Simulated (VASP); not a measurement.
Input of a VASP 6.6.1 run:

INCAR

```
PREC = Accurate ; ENCUT = 520
EDIFF = 1E-6 ; ISMEAR = -1
SIGMA = 0.05 ; LREAL = False
LASPH = True ; NELM = 60
ALGO = Normal ; ISIF = 2
LWAVE = False ; LCHARG = False
GGA = RP ; NBANDS = 21
```

KPOINTS

```
regular mesh
0
Gamma
  9 9 9
```

POSCAR

```
GeW
1.0
    0.0000000000      2.5929564236      2.5929564236
    2.5929564236      0.0000000000      2.5929564236
    2.5929564236      2.5929564236      0.0000000000
Ge W
1 1
Direct
    0.5000000000      0.5000000000      0.5000000000
    0.0000000000      0.0000000000      0.0000000000
```

Potentials or basis: VASP PAW PBE potentials, release 64 (Ge_d, W_sv).

Command:

```bash
$ cat potpaw_PBE.64/Ge_d/POTCAR potpaw_PBE.64/W_sv/POTCAR > POTCAR
$ mpirun -np 1 vasp_std > vasp.out
```

Estimate the band gap on the k mesh.

zero (band 14 reaches 9.45 eV, above the bottom of band 15 at 7.79 eV).

Estimate the pressure.

0.2 GPa.

Caveat: the PAW data sets were made with another functional, which shifts forces and pressure a little; spin-orbit coupling is left out, which moves the levels of the heavy elements.
